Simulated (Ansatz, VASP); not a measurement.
**Al2Ru: VASP beside Ansatz**

File INCAR:

```
ALGO = Fast
EDIFF = 1E-7
ENCUT = 520
GGA = PS
ISIF = 2
ISMEAR = 0
LASPH = T
LCHARG = T
LELF = T
LREAL = F
LVHAR = T
LWAVE = F
NBANDS = 17
NELM = 100
PREC = Accurate
SIGMA = 0.15
```

The input KPOINTS:

```
k-points
0
Gamma
  20 20 20
```

File POSCAR:

```
Al2Ru
1.0
   -1.6429126032      1.6429126032      4.4330428447
    1.6429126032     -1.6429126032      4.4330428447
    1.6429126032      1.6429126032     -4.4330428447
Al Ru
2 1
Direct
    0.6590805105      0.6590805105      0.0000000000
    0.3409194895      0.3409194895      0.0000000000
    0.0000000000      0.0000000000      0.0000000000
```

Input for Ansatz:

```yaml
crystal:
  lattice:
    - [-1.6429126032, 1.6429126032, 4.4330428447]
    - [1.6429126032, -1.6429126032, 4.4330428447]
    - [1.6429126032, 1.6429126032, -4.4330428447]
  atoms:
    - { symbol: Al, position: [0.6590805105, 0.6590805105, 0.0] }
    - { symbol: Al, position: [0.3409194895, 0.3409194895, 0.0] }
    - { symbol: Ru, position: [0.0, 0.0, 0.0] }
basis:
  ecutwfc: 420
kpoints:
  mp_grid: { grid: [20, 20, 20] }
hamiltonian:
  xc: pbesol
  pseudopotentials: { kind: paw, azcp: { folder: soft_1 } }
scf:
  occupations: { method: gaussian, width: 0.15 }
  lower_state_search: "off"
output:
  forces: true
  stress: true
  eigenvalues: true
```

Alike in both runs: task single point; functional PBEsol; k mesh 20 × 20 × 20; occupations gaussian, width 0.15 eV; no spin polarisation.

|  | VASP | Ansatz |
| --- | --- | --- |
| version | VASP 6.6.1 | Ansatz 0.2.0 |
| potentials or method | VASP PAW PBE potentials, release 64 (Al, Ru_pv), cutoff 520 eV | scalar-relativistic, plane waves, PAW |
| valence electrons in the cell | 20 | 22 |

```tsv
	VASP	Ansatz	Ansatz less VASP
gap on the k mesh at the Fermi level (eV)	none	none	-
pressure (GPa)	-20.0	-20.1	-0.03
traceless stress, the component that is largest in VASP (GPa)	-0.73	-0.73	-0.006
rms of the force components (eV/Å)	0.193	0.194	+0.0008
```

VASP's potentials were made for PBE, not for PBEsol, and Ansatz warns of the same on its side. Atom by atom the forces differ by 0.001 eV/Å (rms over components). A gap of «none» marks a metal or a gap that the smearing closes. With one functional, cell and mesh, what is left measures potentials, basis and numerics. VASP's potentials hold 20 valence electrons a cell and Ansatz's 22, so a difference there can come from the potentials and not from the codes.
